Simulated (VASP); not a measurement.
# Ta2N (C2/m) in VASP: further runs, part 3 of 3

VASP 6.6.1. Earlier steps stand in the parts before.

### 5 Single point, PBEsol (mode 4 (105.5 1/cm) frozen in, largest displacement +0.150 Å)

INCAR reads:

```
PREC     = Accurate       # precision mode
ENCUT    = 520            # plane-wave cutoff, eV
EDIFF    = 1E-6           # SCF threshold, eV
ISMEAR   = 0              # smearing method
SIGMA    = 0.15           # smearing width, eV
LREAL    = F              # projectors in reciprocal space
LASPH    = T              # aspherical terms in the spheres
NELM     = 80             # most SCF steps
ALGO     = Normal         # electronic algorithm
ISIF     = 2              # what is computed and relaxed
LWAVE    = F              # write WAVECAR
LCHARG   = T              # write CHGCAR
GGA      = PS             # functional
LELF     = T              # ELF
LVHAR    = T            
NBANDS   = 20             # bands
```

KPOINTS reads:

```
regular mesh
0
Gamma
  18 18 10
```

POSCAR reads:

```
Ta2N
1.0
    3.0786153869      0.0000000000      0.0000000000
   -1.5393076935      2.6661591336      0.0000000000
    0.0000000000      0.0000000000      4.8232571780
Ta N
2 1
Direct
    0.6385363128      0.2770726255      0.7462554481
    0.3614636872      0.7229273745      0.2537445519
    0.0000000000      0.0000000000      0.0000000000
```

Potentials or basis: VASP PAW PBE potentials, release 64 (Ta_pv, N).

Started as:

```bash
> cat potpaw_PBE.64/Ta_pv/POTCAR potpaw_PBE.64/N/POTCAR > POTCAR
> mpirun -np 1 vasp_std > vasp.out
```

OUTCAR:

```text
PREC = Accurate
   ENCUT = 520
   EDIFF = 1E-6
   ISMEAR = 0
   LREAL = F
   LASPH = T
   NELM = 80
   ISIF = 2
   GGA = PS

 ion  position               nearest neighbor table
   1  0.639  0.277  0.746-   3 2.10   3 2.10   3 2.28   2 2.80   2 2.86   2 3.07   2 3.07   2 3.13
                             2 3.13
   2  0.361  0.723  0.254-   3 2.10   3 2.10   3 2.28   1 2.80   1 2.86   1 3.07   1 3.07   1 3.13
                             1 3.13
   3  0.000  0.000  0.000-   1 2.10   2 2.10   1 2.10   2 2.10   1 2.28   2 2.28

  LATTYP: Found a hexagonal cell.
 ALAT       =     3.0786153869
 C/A-ratio  =     1.5666968984

  Lattice vectors:

 A1 = (   3.0786153869,   0.0000000000,   0.0000000000)
 A2 = (  -1.5393076935,   2.6661591336,   0.0000000000)
 A3 = (   0.0000000000,   0.0000000000,   4.8232571780)

Analysis of symmetry for initial positions (statically):
=====================================================================
 Subroutine PRICEL returns:
 Original cell was already a primitive cell.

 Routine SETGRP: Setting up the symmetry group for a
 hexagonal supercell.

 Subroutine GETGRP returns: Found  4 space group operations
 (whereof  4 operations were pure point group operations)
 out of a pool of 24 trial point group operations.

The static configuration has the point symmetry C_2h.

Analysis of symmetry for dynamics (positions and initial velocities):
=====================================================================
 Subroutine PRICEL returns:
 Original cell was already a primitive cell.

 Routine SETGRP: Setting up the symmetry group for a
 hexagonal supercell.

 Subroutine GETGRP returns: Found  4 space group operations
 (whereof  4 operations were pure point group operations)
 out of a pool of 24 trial point group operations.

The dynamic configuration has the point symmetry C_2h.

 Subroutine INISYM returns: Found  4 space group operations
 (whereof  4 operations are pure point group operations),
 and found     1 'primitive' translations

----------------------------------------------------------------------------------------

                                     Primitive cell

  volume of cell :      39.5897

  direct lattice vectors                    reciprocal lattice vectors
     3.078615387  0.000000000  0.000000000     0.324821348  0.187535693  0.000000000
    -1.539307694  2.666159134  0.000000000     0.000000000  0.375071385  0.000000000
     0.000000000  0.000000000  4.823257178     0.000000000  0.000000000  0.207328775

  length of vectors
     3.078615387  3.078615387  4.823257178     0.375071385  0.375071385  0.207328775

  position of ions in fractional coordinates (direct lattice)
     0.638536313  0.277072625  0.746255448
     0.361463687  0.722927375  0.253744552
     0.000000000  0.000000000  0.000000000

  ion indices of the primitive-cell ions
   primitive index   ion index
                 1           1
                 2           2
                 3           3

----------------------------------------------------------------------------------------

 KPOINTS: regular mesh

Automatic generation of k-mesh.
 Grid dimensions read from file:
 generate k-points for:   18   18   10

 Generating k-lattice:

  Cartesian coordinates                     Fractional coordinates (reciprocal lattice)
     0.018045630  0.010418650  0.000000000     0.055555556  0.000000000  0.000000000
     0.000000000  0.020837299  0.000000000     0.000000000  0.055555556  0.000000000
     0.000000000  0.000000000  0.020732877     0.000000000  0.000000000  0.100000000

  Length of vectors
     0.020837299  0.020837299  0.020732877

  Shift w.r.t. Gamma in fractional coordinates (k-lattice)
     0.000000000  0.000000000  0.000000000

 Subroutine IBZKPT returns following result:
 ===========================================

 Found    866 irreducible k-points:

 Following reciprocal coordinates:
            Coordinates               Weight
  0.000000  0.000000  0.000000      1.000000
  0.055556  0.000000  0.000000      4.000000
  0.000000  0.055556  0.000000      2.000000
  0.111111  0.000000  0.000000      4.000000
  0.000000  0.111111  0.000000      2.000000
  0.166667  0.000000  0.000000      4.000000
[... 16 lines left out ...]
 -0.055556  0.166667  0.000000      4.000000
 -0.166667  0.111111  0.000000      4.000000
 [... further k-points ...]
   k-points           NKPTS =    866   k-points in BZ     NKDIM =    866   number of bands    NBANDS=     20
   number of dos      NEDOS =    301   number of ions     NIONS =      3
   total plane-waves  NPLWV =  20736
   dimension x,y,z NGX =    24 NGY =   24 NGZ =   36
   dimension x,y,z NGXF=    48 NGYF=   48 NGZF=   72
   ions per type =               2   1
   NGX,Y,Z   is equivalent  to a cutoff of  12.96, 12.96, 12.41 a.u.
   NGXF,Y,Z  is equivalent  to a cutoff of  25.92, 25.92, 24.82 a.u.
 SYSTEM =  unknown system
   PREC   = accura    normal or accurate (medium, high low for compatibility)
   ISTART =      0    job   : 0-new  1-cont  2-samecut
   ICHARG =      2    charge: 1-file 2-atom 10-const
   ISPIN  =      1    spin polarized calculation?
   LNONCOLLINEAR =      F non collinear calculations
   LSORBIT =      F    spin-orbit coupling
   LASPH  =      T    aspherical Exc in radial PAW
   ENCUT  =  520.0 eV  38.22 Ry    6.18 a.u.   5.72  5.72  8.97*2*pi/ulx,y,z
   NELM   =     80;   NELMIN=  2; NELMDL= -5     # of ELM steps
   EDIFF  = 0.1E-05   stopping-criterion for ELM
   LREAL  =      F    real-space projection
   EDIFFG = 0.1E-04   stopping-criterion for IOM
   NSW    =      0    number of steps for IOM
   IBRION =     -1    ionic relax: 0-MD 1-quasi-New 2-CG
   NFREE  =      0    steps in history (QN), initial steepest desc. (CG)
   ISIF   =      2    stress and relaxation
   ISYM   =      2    0-nonsym 1-usesym 2-fastsym
   POTIM  = 0.5000    time-step for ionic-motion
   TEBEG  =    0.0;   TEEND  =   0.0 temperature during run
   PSTRESS=    0.0 pullay stress
   NELECT =      27.0000    total number of electrons
   NUPDOWN=      -1.0000    fix difference up-down
   EMIN   =  10.00;   EMAX   =-10.00  energy-range for DOS
   EFERMI =   0.00;   METHOD = LEGACY
   ISMEAR =     0;   SIGMA  =   0.15  broadening in eV -4-tet -1-fermi 0-gaus
   EFERMI_NEDOS =   21; number of points for ismear=-14 and -15
   IALGO  =     38    algorithm
   IMIX   =      4    mixing-type and parameters
     AMIX     =   0.40;   BMIX     =  1.00
     AMIX_MAG =   1.60;   BMIX_MAG =  1.00
  volume/ion in A,a.u.               =      13.20        89.05
  Fermi-wavevector in a.u.,A,eV,Ry     =   1.441016  2.723125 28.252863  2.076527
  Thomas-Fermi vector in A             =   2.559695
   LORBIT       =      0    0 simple, 1 ext, 2 COOP (PROOUT), +10 PAW based schemes
   GGA     = PS    functional components
   LHFCALC =     F    Hartree Fock is set to
   AEXX    =    0.0000 exact exchange contribution
   IVDW    =     0    specifies the selected vdW correction
   LEPSILON=     F    determine dielectric tensor
   LRPA    =     F    only Hartree local field effects (RPA)
 non-spin polarized calculation
 Gauss-broadening in eV      SIGMA  =   0.15
  energy-cutoff  :      520.00
  volume of cell :       39.59
 maximum number of plane-waves:      1086
   NGX = 11   NGY = 11   NGZ = 17

 number of electron      26.9999996 magnetization

 Free energy of the ion-electron system (eV)
  ---------------------------------------------------
  ext. energy  EPLUGINS =         0.00000000
  ---------------------------------------------------
  free energy    TOTEN  =       -36.32311665 eV

  energy without entropy =      -36.30967663  energy(sigma->0) =      -36.31639664

 E-fermi :   7.5052     XC(G=0): -13.1307

 val. band max:        7.5001454523   @ k =   0.3333   0.1667   0.5000
 cond. band min:       7.5075307995   @ k =   0.1667  -0.3889   0.2000
 fundamental gap:      0.0073853471
 Fermi energy:         7.5051843045

 k-point     1 :       0.0000    0.0000    0.0000
  band No.  band energies     occupation
      1     -28.0848      2.00000
      2     -27.2576      2.00000
      3     -27.1740      2.00000
      4     -27.1578      2.00000
      5     -27.0393      2.00000
      6     -26.9113      2.00000
[... 12 lines left out ...]
     19       9.7947      0.00000
[... 513 lines left out ...]
      4     -27.2588      2.00000
      5     -27.0642      2.00000
      6     -26.9259      2.00000
[... 12 lines left out ...]
     19      11.5001      0.00000
     20      13.0255      0.00000

 [... further k-points ...]

------------------------ aborting loop because EDIFF is reached ----------------------------------------

  FORCE on cell =-STRESS in cart. coord.  units (eV):
  Direction    XX          YY          ZZ          XY          YZ          ZX
  --------------------------------------------------------------------------------------
  -------------------------------------------------------------------------------------
  Total        0.6642849      0.8768968      1.5176820     -0.0000000     -1.0378464      0.0000000
  in kB       26.8833278     35.4876415     61.4199487     -0.0000000    -42.0012056      0.0000000
  external PRESSURE =      41.2636393 kB  Pullay stress =       0.0000000 kB

 VOLUME and BASIS-vectors are now :
 -----------------------------------------------------------------------------
  energy-cutoff  :      520.00
  volume of cell :       39.59
      direct lattice vectors                 reciprocal lattice vectors
     3.078615387  0.000000000  0.000000000     0.324821348  0.187535693  0.000000000
    -1.539307694  2.666159134  0.000000000     0.000000000  0.375071385  0.000000000
     0.000000000  0.000000000  4.823257178     0.000000000  0.000000000  0.207328775

 POSITION                                       TOTAL-FORCE (eV/Angst)
 -----------------------------------------------------------------------------------
      1.53931      0.73872      3.59938        -0.000000      1.231617     -0.434587
     -0.00000      1.92744      1.22388         0.000000     -1.231617      0.434587
      0.00000      0.00000      0.00000         0.000000      0.000000      0.000000
 -----------------------------------------------------------------------------------
    total drift:                               -0.000000      0.000000     -0.000000

  FREE ENERGIE OF THE ION-ELECTRON SYSTEM (eV)
  ---------------------------------------------------
  free  energy   TOTEN  =       -36.3231166499 eV

  energy  without entropy=      -36.3096766284  energy(sigma->0) =      -36.31639664
```

Wall time 7.5 min (1 thread of Oxide Virtual Turin-like, shared host); peak memory 0.62 GiB.

Results:

```
Free energy   : -36.3231 eV
Pressure      : 4.1 GPa
Largest force : 1.306 eV/Å
```

Forces on the atoms (eV/Å):
```
Ta   0.000  1.232 -0.435
Ta   0.000 -1.232  0.435
N    0.000  0.000  0.000
```

Caveat: the cell differs from its parent crystal (mode 4 (105.5 1/cm) frozen in, largest displacement +0.150 Å); the PAW data sets were made with another functional, which shifts forces and pressure a little; spin-orbit coupling is left out, which moves the levels of the heavy elements.
